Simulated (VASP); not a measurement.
Write the native input for VASP 6.6.1 that does the following.

| Item | Value |
| --- | --- |
| Task | relaxation of cell and atoms |
| Functional | PBEsol |
| Potentials or basis | VASP PAW PBE potentials, release 64 (B, N) |
| Cutoff | 600 eV |
| k mesh | 12 × 12 × 12 |
| Occupations | gaussian, width 0.02 eV |
| Spin | no spin polarisation |
| Dipole correction | no |
| Further INCAR settings | ALGO = Normal; EDIFF = 1e-07; IBRION = 2; EDIFFG = -0.005; NSW = 70; ISIF = 3 |

The structure of BN (Qingsongite) lies in POSCAR:

```
BN
1.0
    0.0000000000      1.8123266330      1.8123266330
    1.8123266330      0.0000000000      1.8123266330
    1.8123266330      1.8123266330      0.0000000000
B N
1 1
Direct
    0.0000000000      0.0000000000      0.0000000000
    0.2500000000      0.2500000000      0.2500000000
```

These files were run (other wordings do the same):

INCAR

```
ALGO = Normal
EDIFF = 1E-7
EDIFFG = -0.005
ENCUT = 600
GGA = PS
GGA_COMPAT = F
IBRION = 2
ISIF = 3
ISMEAR = 0
LASPH = T
LCHARG = F
LREAL = F
LWAVE = F
NELM = 120
NELMIN = 4
NSW = 70
PREC = Accurate
SIGMA = 0.02
```

KPOINTS

```
k-points
0
Gamma
  12 12 12
```

Potentials or basis: VASP PAW PBE potentials, release 64 (B, N).

Run with:

```sh
$ cat potpaw_PBE.64/B/POTCAR potpaw_PBE.64/N/POTCAR > POTCAR
$ mpirun -np 1 vasp_std > vasp.out
```

It gave:

| Item | Value |
| --- | --- |
| Relaxed volume | 5.86 Å³/atom |
| Relaxed cell | a = 2.550 Å, b = 2.550 Å, c = 2.550 Å, α = 60.00°, β = 60.00°, γ = 60.00° |
| Space group after relaxing (to 0.05 Å) | F-43m (No. 216) |
| Energy gained by relaxing | 1.6 meV/atom |
| Ionic steps | 3 |
| Pressure after relaxing | 0.0 GPa |
| Band gap on the k mesh | 4.28 eV, indirect (least direct gap 8.79 eV) |

Caveat: the PAW data sets were made with another functional, which shifts forces and pressure a little.

Run time: 9.6 s on 1 thread of Intel(R) Xeon(R) Platinum 8488C (Sapphire Rapids), with other jobs on the host, peak memory 0.12 GiB.
